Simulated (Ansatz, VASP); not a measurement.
# Two plane-wave programs on InSb

```
CELL_PARAMETERS angstrom
3.08735 0.00000 0.00000
0.00000 3.08735 0.00000
0.00000 0.00000 5.66004
ATOMIC_POSITIONS crystal
In 0.00000 0.00000 0.00000
Sb 0.00000 0.00000 0.50000
```

Alike in both runs: task single point; functional PBEsol; k mesh 16 × 16 × 8; occupations gaussian, width 0.15 eV; no spin polarisation.

|  | VASP | Ansatz |
| --- | --- | --- |
| version | VASP 6.6.1 | Ansatz 0.2.0 |
| potentials or method | VASP PAW PBE potentials, release 64 (In_d, Sb), cutoff 500 eV | scalar-relativistic, plane waves, PAW |
| valence electrons in the cell | 18 | 28 |

Ansatz gave:

- gap on the k mesh at the Fermi level (eV): none
- pressure (GPa): 3.1
- traceless stress, the component that is largest in VASP (GPa): 8.68

What did VASP give for the same quantities?

gap on the k mesh at the Fermi level (eV): none; pressure (GPa): 3.1; traceless stress, the component that is largest in VASP (GPa): 8.67.

VASP's potentials were made for PBE, not for PBEsol, and Ansatz warns of the same on its side. A gap of «none» marks a metal or a gap that the smearing closes. VASP's potentials hold 18 valence electrons a cell and Ansatz's 28, so a difference there can come from the potentials and not from the codes.

Spin-orbit coupling is off throughout.
